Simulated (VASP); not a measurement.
Crystal: In2BAs3.

```
CELL_PARAMETERS angstrom
4.06563 0.00000 0.00000
-2.03281 3.52094 0.00000
0.00000 0.00000 10.16416
ATOMIC_POSITIONS crystal
B 0.00000 0.00000 0.00876
In 0.66667 0.33333 0.68574
In 0.33333 0.66667 0.31924
As 0.66667 0.33333 0.94783
As 0.33333 0.66667 0.57742
As 0.00000 0.00000 0.21101
```

```yaml
Program: VASP 6.6.1
Task: relaxation of cell and atoms
Functional: r2SCAN
Potentials_or_basis: VASP PAW PBE potentials, release 64 (B, In_d, As)
Cutoff: 600 eV
k_mesh: 6 × 6 × 2
Occupations: fermi-dirac, width 0.02 eV
Spin: no spin polarisation
```

At the start: pressure -1.9 GPa; volume 24.25 Å³/atom.

Task: How do energy, volume and symmetry change on relaxing?

Result: Over 9 steps the energy falls by 4.4 meV/atom and the volume is 23.59 Å³/atom (-2.7 %); space group P3m1 (No. 156, to 0.1 Å) before and after.

Step by step:
| step | energy change (eV) | largest force (eV/Å) | pressure (GPa) | volume (Å³) |
| --- | --- | --- | --- | --- |
| 1 | 0.0000 | 0.2101 | -1.86 | 145.50 |
| 2 | -0.0194 | 0.2056 | 1.04 | 139.66 |
| 3 | -0.0254 | 0.1610 | 0.03 | 141.52 |
| 4 | -0.0264 | 0.0395 | 0.02 | 141.45 |
| 5 | -0.0264 | 0.0375 | 0.02 | 141.46 |
| 6 | -0.0265 | 0.0218 | 0.00 | 141.51 |
| 7 | -0.0265 | 0.0218 | 0.00 | 141.51 |
| 8 | -0.0265 | 0.0112 | 0.00 | 141.52 |
| 9 | -0.0265 | 0.0019 | 0.00 | 141.52 |

Final structure:
```yaml
crystal:
  lattice:
    - [4.03198, 0.00000, 0.00000]
    - [-2.01599, 3.49180, 0.00000]
    - [0.00000, 0.00000, 10.05228]
  atoms:
    - { symbol: B, position: [0.00000, 0.00000, 0.00830] }
    - { symbol: In, position: [0.66667, 0.33333, 0.68557] }
    - { symbol: In, position: [0.33333, 0.66667, 0.31932] }
    - { symbol: As, position: [0.66667, 0.33333, 0.94690] }
    - { symbol: As, position: [0.33333, 0.66667, 0.57745] }
    - { symbol: As, position: [0.00000, 0.00000, 0.21246] }
```

Caveat: the PAW data sets were made with another functional, which shifts forces and pressure a little.
